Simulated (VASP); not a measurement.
Input of a VASP 6.6.1 run:

The input POSCAR:

```
ScHO2
1.0
    1.6016150648      0.9246928888      4.4731943100
   -1.6016150648      0.9246928888      4.4731943100
    0.0000000000     -1.8493857776      4.4731943100
Sc H O
1 1 2
Direct
    0.0000000000      0.0000000000      0.0000000000
    0.5000000000      0.5000000000      0.5000000000
    0.5897940842      0.5897940842      0.5897940842
    0.4102059158      0.4102059158      0.4102059158
```

The input INCAR.step1:

```
ALGO = Normal ; EDIFF = 1E-8
ENCUT = 500 ; ISMEAR = 0
LASPH = True ; LCHARG = False
LMIXTAU = True ; LREAL = False
LWAVE = True ; METAGGA = R2SCAN
NELM = 100 ; PREC = Accurate
SIGMA = 0.01
```

File INCAR.step2:

```
ALGO = Exact ; EDIFF = 1E-8
ENCUT = 500 ; ISMEAR = 0
ISTART = 1 ; LASPH = True
LCHARG = False ; LMIXTAU = True
LOPTICS = True ; LREAL = False
LWAVE = True ; METAGGA = R2SCAN
NBANDS = 76 ; NELM = 1
PREC = Accurate ; SIGMA = 0.01
```

File INCAR.step3:

```
ALGO = EVGW0 ; EDIFF = 1E-8
ENCUT = 500 ; ENCUTGW = 80.0
ISMEAR = 0 ; ISTART = 1
LASPH = True ; LCHARG = False
LMIXTAU = True ; LREAL = False
LWAVE = False ; METAGGA = R2SCAN
NBANDS = 76 ; NBANDSGW = 20
NELMGW = 1 ; NOMEGA = 96
OMEGAMAX = 20 ; PREC = Accurate
PRECFOCK = Fast ; SIGMA = 0.01
```

Contents of KPOINTS:

```
k-points
0
Gamma
  6 6 6
```

Potentials or basis: VASP PAW PBE potentials, release 64 (Sc_sv_GW, H_GW, O_GW).

Launch:

```bash
$ cat potpaw_PBE.64/Sc_sv_GW/POTCAR potpaw_PBE.64/H_GW/POTCAR potpaw_PBE.64/O_GW/POTCAR > POTCAR
$ cp INCAR.step1 INCAR
$ mpirun -np 1 vasp_std > vasp.out
$ cp INCAR.step2 INCAR
$ mpirun -np 1 vasp_std > vasp.out
$ cp INCAR.step3 INCAR
$ mpirun -np 1 vasp_std > vasp.out
```

(1) Estimate the quasiparticle gap.

(2) Predict the least direct quasiparticle gap.

(3) What does it give for the band gap of the starting levels on the mesh?

(4) Estimate the least direct gap of the starting levels on the mesh.

## Answers

(1) 6.57 eV.

(2) 7.04 eV.

(3) 4.60 eV.

(4) 4.98 eV.

Caveat: the k points lie up to 0.39 Å⁻¹ apart; bands, screening cutoff and mesh are small and nothing is extrapolated, so the quasiparticle values aren't converged.
